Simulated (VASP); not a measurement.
## P: single point with PBEsol+D3(BJ)

P:

```
P
1.0
     3.28216    0.00000    0.00000
     0.00000    9.94503    0.00000
     0.00000    0.00000    3.84895
P
8
Direct
  0.00000 0.88883 0.94306
  0.50000 0.88883 0.55694
  0.50000 0.61117 0.05694
  0.00000 0.61117 0.44306
  0.50000 0.38883 0.94306
  0.00000 0.38883 0.55694
  0.00000 0.11117 0.05694
  0.50000 0.11117 0.44306
```

This cell differs from its parent crystal: uniaxial strain along a: -2.0 %.

| Item | Value |
| --- | --- |
| Program | VASP 6.6.1 |
| Task | single point |
| Functional | PBEsol |
| Dispersion | D3(BJ) |
| Potentials or basis | VASP PAW PBE potentials, release 64 (P) |
| Cutoff | 520 eV |
| k mesh | 10 × 4 × 10 |
| Occupations | gaussian, width 0.1 eV |
| Spin | no spin polarisation |
| Dipole correction | no |
| Further INCAR settings | ALGO = Normal; EDIFF = 1e-07; NBANDS = 30 |

```
Pressure                   : 1.2 GPa
Largest force              : 0.069 eV/Å
Band gap on the k mesh     : zero (bands 20 and 21 overlap by 1.12 eV)
Dispersion energy per atom : -0.360 eV
```

Forces on the atoms (eV/Å):
```
P    0.000  0.052  0.045
P    0.000  0.052 -0.045
P    0.000 -0.052 -0.045
P    0.000 -0.052  0.045
P    0.000  0.052  0.045
P    0.000  0.052 -0.045
P    0.000 -0.052 -0.045
P    0.000 -0.052  0.045
```

Stress tensor (GPa, compression positive):
```
 3.11  0.00  0.00
 0.00 -0.31  0.00
 0.00  0.00  0.88
```

Levels at points of the mesh, in eV from the Fermi level:
```
           k point  band 16  band 17  band 18  band 19  band 20  band 21  band 22  band 23  band 24  band 25
(0.00, 0.00, 0.00)    -2.91    -2.56    -2.09    -1.28    -1.28     0.23     1.01     1.38     1.49     1.89
(0.50, 0.00, 0.00)    -3.12    -2.65    -2.65    -1.87    -1.87     0.24     0.24     0.33     0.33     1.06
(0.00, 0.50, 0.00)    -3.54    -2.47    -2.47    -0.19    -0.19     0.63     0.63     1.06     1.06     2.71
(0.50, 0.50, 0.00)    -2.99    -2.61    -2.61    -2.61    -2.61     0.25     0.25     0.25     0.25     1.22
(0.00, 0.00, 0.50)    -2.41    -0.80    -0.80    -0.27    -0.27     0.93     0.93     1.55     1.55     1.60
(0.50, 0.00, 0.50)    -5.60    -3.04    -3.04    -3.04    -3.04     2.44     2.44     2.44     2.44     4.25
(0.00, 0.50, 0.50)    -2.98    -0.49    -0.49    -0.49    -0.49     1.78     1.78     1.78     1.78     1.91
(0.50, 0.50, 0.50)    -6.28    -2.45    -2.45    -2.45    -2.45     1.24     1.24     1.24     1.24     6.07
```

It took 7.2 min on 1 thread of Intel Xeon 8259CL, on a shared host, peak memory 0.41 GiB.

Caveat: the cell differs from its parent crystal (uniaxial strain along a: -2.0 %); the PAW data sets were made with another functional, which shifts forces and pressure a little.
